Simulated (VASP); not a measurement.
CaF2: G0W0 quasiparticle levels with PBE

CaF2:

```
Ca F
1.0
     0.00000    2.71959    2.71959
     2.71959    0.00000    2.71959
     2.71959    2.71959    0.00000
Ca F
1 2
Direct
  0.00000 0.00000 0.00000
  0.75000 0.75000 0.75000
  0.25000 0.25000 0.25000
```

```
Program                         : VASP 6.6.1
Task                            : G0W0 quasiparticle levels
Functional                      : PBE
Potentials or basis             : VASP PAW PBE potentials, release 64 (Ca_sv_GW, F_GW)
Cutoff                          : 500 eV
k mesh                          : 6 × 6 × 6
Occupations                     : gaussian, width 0.01 eV
Spin                            : no spin polarisation
Dipole correction               : no
GW scheme                       : G0W0
GW iterations                   : 1
Cutoff of the response function : 200
Frequency points                : 48
Empty bands                     : 298
Further INCAR settings          : ALGO = EVGW0; EDIFF = 1e-08; NBANDS = 310
```

| Item | Value |
| --- | --- |
| Quasiparticle gap | 10.57 eV |
| Least direct quasiparticle gap | 10.87 eV |
| Band gap of the starting levels on the mesh | 7.38 eV |
| Least direct gap of the starting levels on the mesh | 7.63 eV |

Wall time 21 min on 1 thread of Intel(R) Xeon(R) 6975P-C (Granite Rapids) (shared host), peak memory 1.7 GiB.

Caveat: bands, screening cutoff and mesh are small and nothing is extrapolated, so the quasiparticle values aren't converged.
